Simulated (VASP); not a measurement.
# ZnSe (pbe) (F-43m) in VASP: further runs

ZnSe (pbe) is run at these levels: PBE; tasks: single point.

Program: VASP 6.6.1. These are calculated values, not measurements. Logs are shortened: lines on timing, memory, paths and dates and some standing lists are left out, and cuts for length are marked.

## (1) The cell of the first run

It takes space group F-43m (No. 216, cubic). The conventional cell has a = 5.668 Å, b = 5.668 Å, c = 5.668 Å, α = 90.00°, β = 90.00°, γ = 90.00°. Within 3.2 Å of Zn (site symmetry -43m) lie 4 Se at 2.45 Å. Se (site symmetry -43m) has 4 Zn at 2.45 Å within 3.2 Å.

## (2) Single point, PBE

The input, INCAR:

```
SYSTEM = ZnSe
PREC = Accurate
ENCUT = 500
EDIFF = 1E-6
ISMEAR = 0
SIGMA = 0.1
LREAL = .False.
LASPH = .True.
NELM = 120
ALGO = Normal
ISIF = 2
LWAVE = .False.
LCHARG = .True.
GGA = PE
LELF = .True.
LVHAR = .True.
NBANDS = 16
GGA_COMPAT = .False.
```

The input, KPOINTS:

```
regular mesh
0
Gamma
  6 6 6
  0 0 0
```

The input, POSCAR:

```
ZnSe
1.0
    0.0000000000      2.8340000000      2.8340000000
    2.8340000000      0.0000000000      2.8340000000
    2.8340000000      2.8340000000      0.0000000000
Zn Se
1 1
Direct
    0.0000000000      0.0000000000      0.0000000000
    0.2500000000      0.2500000000      0.2500000000
```

Potentials or basis: VASP PAW PBE potentials, release 64 (Zn, Se).

On the command line:

```sh
$ cat potpaw_PBE.64/Zn/POTCAR potpaw_PBE.64/Se/POTCAR > POTCAR
$ mpirun -np 1 vasp_std > vasp.out
```

OUTCAR:

```text
SYSTEM = ZnSe
   PREC = Accurate
   ENCUT = 500
   EDIFF = 1E-6
   ISMEAR = 0
   LREAL = .False.
   LASPH = .True.
   NELM = 120
   ISIF = 2
   GGA = PE

 ion  position               nearest neighbor table
   1  0.000  0.000  0.000-   2 2.45   2 2.45   2 2.45   2 2.45
   2  0.250  0.250  0.250-   1 2.45   1 2.45   1 2.45   1 2.45

  LATTYP: Found a face centered cubic cell.
 ALAT       =     5.6680000000

  Lattice vectors:

 A1 = (   0.0000000000,   2.8340000000,   2.8340000000)
 A2 = (   2.8340000000,   0.0000000000,   2.8340000000)
 A3 = (   2.8340000000,   2.8340000000,   0.0000000000)

Analysis of symmetry for initial positions (statically):
=====================================================================
 Subroutine PRICEL returns:
 Original cell was already a primitive cell.

 Routine SETGRP: Setting up the symmetry group for a
 face centered cubic supercell.

 Subroutine GETGRP returns: Found 24 space group operations
 (whereof 24 operations were pure point group operations)
 out of a pool of 48 trial point group operations.

The static configuration has the point symmetry T_d .

Analysis of symmetry for dynamics (positions and initial velocities):
=====================================================================
 Subroutine PRICEL returns:
 Original cell was already a primitive cell.

 Routine SETGRP: Setting up the symmetry group for a
 face centered cubic supercell.

 Subroutine GETGRP returns: Found 24 space group operations
 (whereof 24 operations were pure point group operations)
 out of a pool of 48 trial point group operations.

The dynamic configuration has the point symmetry T_d .

 Subroutine INISYM returns: Found 24 space group operations
 (whereof 24 operations are pure point group operations),
 and found     1 'primitive' translations

----------------------------------------------------------------------------------------

                                     Primitive cell

  volume of cell :      45.5229

  direct lattice vectors                    reciprocal lattice vectors
     0.000000000  2.834000000  2.834000000    -0.176429076  0.176429076  0.176429076
     2.834000000  0.000000000  2.834000000     0.176429076 -0.176429076  0.176429076
     2.834000000  2.834000000  0.000000000     0.176429076  0.176429076 -0.176429076

  length of vectors
[... 71 lines left out ...]
   ENCUT  =  500.0 eV  36.75 Ry    6.06 a.u.   7.31  7.31  7.31*2*pi/ulx,y,z
   NELM   =    120;   NELMIN=  2; NELMDL= -5     # of ELM steps
   EDIFF  = 0.1E-05   stopping-criterion for ELM
   LREAL  =      F    real-space projection
   EDIFFG = 0.1E-04   stopping-criterion for IOM
   NSW    =      0    number of steps for IOM
   IBRION =     -1    ionic relax: 0-MD 1-quasi-New 2-CG
   NFREE  =      0    steps in history (QN), initial steepest desc. (CG)
   ISIF   =      2    stress and relaxation
   ISYM   =      2    0-nonsym 1-usesym 2-fastsym
   POTIM  = 0.5000    time-step for ionic-motion
   TEBEG  =    0.0;   TEEND  =   0.0 temperature during run
   PSTRESS=    0.0 pullay stress
   NELECT =      18.0000    total number of electrons
   NUPDOWN=      -1.0000    fix difference up-down
   EMIN   =  10.00;   EMAX   =-10.00  energy-range for DOS
   EFERMI =   0.00;   METHOD = LEGACY
   ISMEAR =     0;   SIGMA  =   0.10  broadening in eV -4-tet -1-fermi 0-gaus
   EFERMI_NEDOS =   21; number of points for ismear=-14 and -15
   IALGO  =     38    algorithm
   IMIX   =      4    mixing-type and parameters
     AMIX     =   0.40;   BMIX     =  1.00
     AMIX_MAG =   1.60;   BMIX_MAG =  1.00
  volume/ion in A,a.u.               =      22.76       153.60
  Fermi-wavevector in a.u.,A,eV,Ry     =   1.201589  2.270673 19.644300  1.443815
  Thomas-Fermi vector in A             =   2.337393
   LORBIT       =      0    0 simple, 1 ext, 2 COOP (PROOUT), +10 PAW based schemes
   GGA     = PE    functional components
   LHFCALC =     F    Hartree Fock is set to
   AEXX    =    0.0000 exact exchange contribution
   IVDW    =     0    specifies the selected vdW correction
   LEPSILON=     F    determine dielectric tensor
   LRPA    =     F    only Hartree local field effects (RPA)
 non-spin polarized calculation
 Gauss-broadening in eV      SIGMA  =   0.10
  energy-cutoff  :      500.00
  volume of cell :       45.52
 maximum number of plane-waves:      1173
 NGX is ok and might be reduce to    30
   NGX = 15   NGY = 15   NGZ = 15

 number of electron      18.0000012 magnetization

 Free energy of the ion-electron system (eV)
  ---------------------------------------------------
  ext. energy  EPLUGINS =         0.00000000
  ---------------------------------------------------
  free energy    TOTEN  =        -6.01494368 eV

  energy without entropy =       -6.01494368  energy(sigma->0) =       -6.01494368

 E-fermi :   2.0439     XC(G=0):  -9.3191

 val. band max:        1.6148788878   @ k =   0.0000   0.0000   0.0000
 cond. band min:       2.9028079808   @ k =   0.0000   0.0000   0.0000
 fundamental gap:      1.2879290930
 Fermi energy:         2.0439255642

 k-point     1 :       0.0000    0.0000    0.0000
  band No.  band energies     occupation
      1     -11.6424      2.00000
      2      -4.9337      2.00000
      3      -4.9337      2.00000
      4      -4.9337      2.00000
      5      -4.5645      2.00000
      6      -4.5645      2.00000
[... 281 lines left out ...]
      3      -4.7175      2.00000
      4      -4.6449      2.00000
      5      -4.5501      2.00000
      6      -4.2937      2.00000
[... 8 lines left out ...]
     15      15.3694      0.00000
     16      15.7935      0.00000

------------------------ aborting loop because EDIFF is reached ----------------------------------------

  FORCE on cell =-STRESS in cart. coord.  units (eV):
  Direction    XX          YY          ZZ          XY          YZ          ZX
  --------------------------------------------------------------------------------------
  -------------------------------------------------------------------------------------
  Total        0.6672878      0.6672878      0.6672878      0.0000000      0.0000000     -0.0000000
  in kB       23.4851999     23.4851999     23.4851999      0.0000000      0.0000000     -0.0000000
  external PRESSURE =      23.4851999 kB  Pullay stress =       0.0000000 kB

 VOLUME and BASIS-vectors are now :
 -----------------------------------------------------------------------------
  energy-cutoff  :      500.00
  volume of cell :       45.52
      direct lattice vectors                 reciprocal lattice vectors
     0.000000000  2.834000000  2.834000000    -0.176429076  0.176429076  0.176429076
     2.834000000  0.000000000  2.834000000     0.176429076 -0.176429076  0.176429076
     2.834000000  2.834000000  0.000000000     0.176429076  0.176429076 -0.176429076

 POSITION                                       TOTAL-FORCE (eV/Angst)
 -----------------------------------------------------------------------------------
      0.00000      0.00000      0.00000        -0.000000     -0.000000     -0.000000
      1.41700      1.41700      1.41700         0.000000      0.000000      0.000000
 -----------------------------------------------------------------------------------
    total drift:                               -0.000000     -0.000000     -0.000000

  FREE ENERGIE OF THE ION-ELECTRON SYSTEM (eV)
  ---------------------------------------------------
  free  energy   TOTEN  =        -6.0149436785 eV

  energy  without entropy=       -6.0149436785  energy(sigma->0) =       -6.01494368
```

OSZICAR:

```text
N       E                     dE             d eps       ncg     rms          rms(c)
DAV:   1     0.861308712745E+02    0.86131E+02   -0.86850E+03   512   0.123E+03
DAV:   2    -0.778734463727E+00   -0.86910E+02   -0.81779E+02   560   0.247E+02
DAV:   3    -0.626179458775E+01   -0.54831E+01   -0.54614E+01   648   0.608E+01
DAV:   4    -0.630469442966E+01   -0.42900E-01   -0.42896E-01   592   0.580E+00
DAV:   5    -0.630490544601E+01   -0.21102E-03   -0.21102E-03   680   0.368E-01    0.475E+00
DAV:   6    -0.603391782326E+01    0.27099E+00   -0.53040E-01   728   0.238E+01    0.363E+00
DAV:   7    -0.601476289732E+01    0.19155E-01   -0.15705E-01   552   0.349E+00    0.154E+00
DAV:   8    -0.601459699045E+01    0.16591E-03   -0.43507E-03   696   0.657E-01    0.453E-01
DAV:   9    -0.601484006516E+01   -0.24307E-03   -0.10857E-03   568   0.251E-01    0.672E-02
DAV:  10    -0.601494775065E+01   -0.10769E-03   -0.18886E-04   640   0.105E-01    0.209E-02
DAV:  11    -0.601494233984E+01    0.54108E-05   -0.35539E-05   624   0.527E-02    0.485E-03
DAV:  12    -0.601494351316E+01   -0.11733E-05   -0.50075E-06   664   0.133E-02    0.284E-03
DAV:  13    -0.601494367851E+01   -0.16535E-06   -0.54230E-07   464   0.552E-03
   1 F= -.60149437E+01 E0= -.60149437E+01  d E =-.793509E-11
```

stdout:

```text
POSCAR found type information on POSCAR ZnSe
 POSCAR found :  2 types and       2 ions
 scaLAPACK will be used
 LDA part: xc-table for (Slater+PW92), standard interpolation
 POSCAR, INCAR and KPOINTS ok, starting setup
 FFT: planning ... GRIDC
 FFT: planning ... GRID_SOFT
 FFT: planning ... GRID
 WAVECAR not read
 entering main loop
```

Wall time 19 s (1 thread of AMD EPYC 9R45 (Zen 5), shared host); peak memory 0.13 GiB.

What came out:

* Free energy: -6.0149 eV
* Pressure: 2.3 GPa
* Band gap on the k mesh: 1.29 eV, direct

Levels at points of the mesh, in eV from the valence-band top:
```csv
k point,band 5,band 6,band 7,band 8,band 9,band 10,band 11,band 12,band 13,band 14
"(0.00, 0.00, 0.00)",-6.18,-6.18,0.00,0.00,0.00,1.29,5.80,5.80,5.80,9.93
"(0.50, 0.00, 0.00)",-6.16,-6.02,-5.23,-0.87,-0.87,2.54,6.38,6.38,8.58,10.97
"(0.50, 0.50, 0.00)",-6.13,-6.00,-4.75,-2.19,-2.19,2.98,3.46,10.74,11.24,11.24
```

## (3) Single point, PBE

This run uses another cell than the first one, of 23.55 Å³/atom, 1.035 times its volume.

The input, INCAR:

```
SYSTEM = ZnSe
  PREC = Accurate
  ENCUT = 500
  EDIFF = 1E-6
  ISMEAR = 0
  SIGMA = 0.02
  LREAL = .FALSE.
  LASPH = .TRUE.
  NELM = 120
  ALGO = Normal
  ISIF = 2
  LWAVE = .FALSE.
  LCHARG = .FALSE.
  GGA = PE
  NBANDS = 16
  GGA_COMPAT = .FALSE.
```

The input, KPOINTS:

```
Automatic mesh
0
G
  8 8 8
  0 0 0
```

The input, POSCAR:

```
ZnSe
1.0
    0.0000000000      2.8664660138      2.8664660138
    2.8664660138      0.0000000000      2.8664660138
    2.8664660138      2.8664660138      0.0000000000
Zn Se
1 1
Direct
    0.0000000000      0.0000000000      0.0000000000
    0.2500000000      0.2500000000      0.2500000000
```

Potentials or basis: VASP PAW PBE potentials, release 64 (Zn, Se).

On the command line:

```sh
$ cat potpaw_PBE.64/Zn/POTCAR potpaw_PBE.64/Se/POTCAR > POTCAR
$ mpirun -np 1 vasp_std > vasp.out
```

It took 27 s on 1 thread of AMD EPYC 9R45 (Zen 5), shared host; peak memory 0.14 GiB.

The run converged. Its results:

```yaml
Free_energy: -6.0323 eV
Pressure: 0.2 GPa
Band_gap_on_the_k_mesh: 1.15 eV, direct
```

Levels at points of the mesh, in eV from the valence-band top:
```csv
k point,band 5,band 6,band 7,band 8,band 9,band 10,band 11,band 12,band 13,band 14
"(0.00, 0.00, 0.00)",-6.09,-6.09,0.00,0.00,0.00,1.15,5.81,5.81,5.81,9.80
"(0.50, 0.00, 0.00)",-6.07,-5.94,-5.01,-0.82,-0.82,2.48,6.38,6.38,8.48,10.81
"(0.50, 0.50, 0.00)",-6.04,-5.92,-4.60,-2.06,-2.06,3.06,3.46,10.49,11.01,11.01
```

As with any semilocal functional, this PBE gap is likely too small.

## (4) Single point, PBE

This run uses another cell than the first one, of 23.55 Å³/atom, 1.035 times its volume.

The input, INCAR:

```
PREC = Accurate
ENCUT = 500
EDIFF = 1E-6
ISMEAR = 0
SIGMA = 0.02
LREAL = False
LASPH = True
NELM = 120
ALGO = Normal
ISIF = 2
LWAVE = False
LCHARG = False
GGA = PE
NBANDS = 16
GGA_COMPAT = False
```

The input, KPOINTS:

```
Automatic mesh
0
Gamma
  8 8 8
```

POSCAR is that of step 3.

Potentials or basis: VASP PAW PBE potentials, release 64 (Zn, Se).

On the command line:

```sh
$ cat potpaw_PBE.64/Zn/POTCAR potpaw_PBE.64/Se/POTCAR > POTCAR
$ mpirun -np 1 vasp_std > vasp.out
```

OUTCAR:

```text
PREC = Accurate
   ENCUT = 500
   EDIFF = 1E-6
   ISMEAR = 0
   LREAL = False
   LASPH = True
   NELM = 120
   ISIF = 2
   GGA = PE

 ion  position               nearest neighbor table
   1  0.000  0.000  0.000-   2 2.48   2 2.48   2 2.48   2 2.48
   2  0.250  0.250  0.250-   1 2.48   1 2.48   1 2.48   1 2.48

  LATTYP: Found a face centered cubic cell.
 ALAT       =     5.7329320276

  Lattice vectors:

 A1 = (   0.0000000000,   2.8664660138,   2.8664660138)
 A2 = (   2.8664660138,   0.0000000000,   2.8664660138)
[... 626 lines left out ...]
      4      -4.7902      2.00000
      5      -4.7563      2.00000
      6      -4.5697      2.00000
[... 8 lines left out ...]
     15      13.9455      0.00000
     16      14.7362      0.00000

 [... further k-points ...]
[... 5 lines left out ...]
  --------------------------------------------------------------------------------------
  -------------------------------------------------------------------------------------
  Total        0.0594194      0.0594194      0.0594194      0.0000000     -0.0000000      0.0000000
  in kB        2.0210083      2.0210083      2.0210083      0.0000000     -0.0000000      0.0000000
  external PRESSURE =       2.0210083 kB  Pullay stress =       0.0000000 kB

 VOLUME and BASIS-vectors are now :
 -----------------------------------------------------------------------------
  energy-cutoff  :      500.00
  volume of cell :       47.11
      direct lattice vectors                 reciprocal lattice vectors
     0.000000000  2.866466014  2.866466014    -0.174430814  0.174430814  0.174430814
     2.866466014  0.000000000  2.866466014     0.174430814 -0.174430814  0.174430814
     2.866466014  2.866466014  0.000000000     0.174430814  0.174430814 -0.174430814

 POSITION                                       TOTAL-FORCE (eV/Angst)
 -----------------------------------------------------------------------------------
      0.00000      0.00000      0.00000        -0.000000     -0.000000     -0.000000
      1.43323      1.43323      1.43323         0.000000      0.000000      0.000000
 -----------------------------------------------------------------------------------
    total drift:                               -0.000000     -0.000000     -0.000001

  FREE ENERGIE OF THE ION-ELECTRON SYSTEM (eV)
  ---------------------------------------------------
  free  energy   TOTEN  =        -6.0323338317 eV

  energy  without entropy=       -6.0323338317  energy(sigma->0) =       -6.03233383
```

stdout:

```text
POSCAR found type information on POSCAR ZnSe
 POSCAR found :  2 types and       2 ions
 scaLAPACK will be used
 LDA part: xc-table for (Slater+PW92), standard interpolation
 POSCAR, INCAR and KPOINTS ok, starting setup
 FFT: planning ... GRIDC
 FFT: planning ... GRID_SOFT
 FFT: planning ... GRID
 WAVECAR not read
 entering main loop
```

It took 23 s on 1 thread of AMD EPYC 9R45 (Zen 5), shared host; peak memory 0.14 GiB.

What came out:

- Free energy: -6.0323 eV
- Pressure: 0.2 GPa
- Band gap on the k mesh: 1.15 eV, direct

Levels at points of the mesh, in eV from the valence-band top:
| k point | band 7 | band 8 | band 9 | band 10 | band 11 | band 12 |
| --- | --- | --- | --- | --- | --- | --- |
| (0.00, 0.00, 0.00) | 0.00 | 0.00 | 0.00 | 1.15 | 5.81 | 5.81 |
| (0.50, 0.00, 0.00) | -5.01 | -0.82 | -0.82 | 2.48 | 6.38 | 6.38 |
| (0.50, 0.50, 0.00) | -4.60 | -2.06 | -2.06 | 3.06 | 3.46 | 10.49 |
